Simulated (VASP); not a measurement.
## MnO: single point with RPBE+D4

MnO:

```xyz
2
Lattice="0.0000 2.1939 2.1939 2.1939 0.0000 2.1939 2.1939 2.1939 0.0000" Properties=species:S:1:pos:R:3 pbc="T T T"
Mn    0.0000    0.0000    0.0000
O     2.1939    2.1939    2.1939
```

- Program: VASP 6.6.1
- Task: single point
- Functional: RPBE
- Dispersion: D4
- Potentials or basis: VASP PAW PBE potentials, release 64 (Mn_pv, O)
- Cutoff: 520 eV
- k mesh: 10 × 10 × 10
- Occupations: fermi-dirac, width 0.05 eV
- Spin: collinear spin, ferromagnetic start
- Starting moments: [4.0, 0.0] μB

The pressure is 4.5 GPa, the net moment is 4.76 μB per cell and the site moments are Mn +4.33; O +0.20 μB. The valence electrons inside the program's atomic spheres are Mn 11.39; O 5.01. The dispersion energy per atom is -0.689 eV.

Levels at points of the mesh, in eV from the Fermi level:
Spin up:
```csv
k point,band 10,band 11,band 12,band 13,band 14,band 15
"(0.00, 0.00, 0.00)",-3.36,-2.80,-2.80,-0.40,14.02,16.62
"(0.50, 0.00, 0.00)",-1.94,0.23,0.23,3.52,8.07,12.14
"(0.50, 0.50, 0.00)",-2.11,-2.11,-1.94,5.29,8.02,10.56
```
Spin down:
```tsv
k point	band 4	band 5	band 6	band 7	band 8	band 9	band 10	band 11
(0.00, 0.00, 0.00)	-20.29	-3.58	-3.58	-3.58	0.72	0.72	0.72	1.02
(0.50, 0.00, 0.00)	-19.27	-7.70	-5.13	-5.13	1.97	2.02	2.02	3.76
(0.50, 0.50, 0.00)	-19.32	-6.73	-4.59	-4.59	-0.95	1.99	2.26	2.47
```

Run time: 22 s on 1 thread of Intel(R) Xeon(R) 6975P-C (Granite Rapids) (shared host), peak memory 0.16 GiB.

Caveat: the PAW data sets were made with another functional, which shifts forces and pressure a little; a cell with one magnetic atom can't hold antiferromagnetic order, which such compounds often take; semilocal functionals often make such compounds metallic where correlation or magnetic order opens a gap, which also shifts bond lengths; pairwise dispersion overbinds metals, which lowers pressure and volume. With open d or f shells a metallic result of RPBE can be an artefact of self-interaction; +U or a hybrid may open a gap.
